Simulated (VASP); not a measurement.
Write the native input for VASP 6.6.1 that does the following.

* Task: electric field gradients
* Functional: PBE
* Potentials or basis: VASP PAW PBE potentials, release 64 (Zr_sv)
* Cutoff: 520 eV
* k mesh: 16 × 16 × 16
* Occupations: fermi-dirac, width 0.03 eV
* Spin: no spin polarisation
* Dipole correction: no
* Further INCAR settings: ALGO = Normal; EDIFF = 1e-08; NBANDS = 12

The structure of Zr lies in POSCAR:

```
Zr
1.0
   -1.7376000000      1.8100000000      1.8100000000
    1.8100000000     -1.7376000000      1.8100000000
    1.8100000000      1.8100000000     -1.7376000000
Zr
1
Direct
    0.0000000000      0.0000000000      0.0000000000
```

This cell differs from its parent crystal: equal xy, yz and zx shear strains of +4 %.

The input as run:

INCAR

```
SYSTEM = Zr
PREC     = Accurate       ! precision mode
ENCUT    = 520            ! plane-wave cutoff, eV
EDIFF    = 1E-8           ! SCF threshold, eV
ISMEAR   = -1             ! smearing method
SIGMA    = 0.03           ! smearing width, eV
LREAL    = .FALSE.        ! projectors in reciprocal space
LASPH    = .TRUE.         ! aspherical terms in the spheres
NELM     = 100            ! most SCF steps
ALGO     = Normal         ! electronic algorithm
ISIF     = 2              ! what is computed and relaxed
LWAVE    = .FALSE.        ! write WAVECAR
LCHARG   = .FALSE.        ! write CHGCAR
GGA      = PE             ! functional
LEFG     = .TRUE.       
NBANDS   = 12             ! bands
```

KPOINTS

```
Automatic mesh
0
G
  16 16 16
  0 0 0
```

Potentials or basis: VASP PAW PBE potentials, release 64 (Zr_sv).

Command:

```console
$ cat potpaw_PBE.64/Zr_sv/POTCAR > POTCAR
$ mpirun -np 1 vasp_std > vasp.out
```

It gave:

The pressure is -3.0 GPa and the band gap on the k mesh is zero (band 6 reaches 9.34 eV, above the bottom of band 7 at 7.87 eV).

Caveat: the cell differs from its parent crystal (equal xy, yz and zx shear strains of +4 %); without QUAD_EFG the Cq values of the log hold for a quadrupole moment of 1 mb, not for the nuclei.

It took 39 s on 1 thread of Intel Xeon 6975P-C (shared host), peak memory 0.23 GiB.
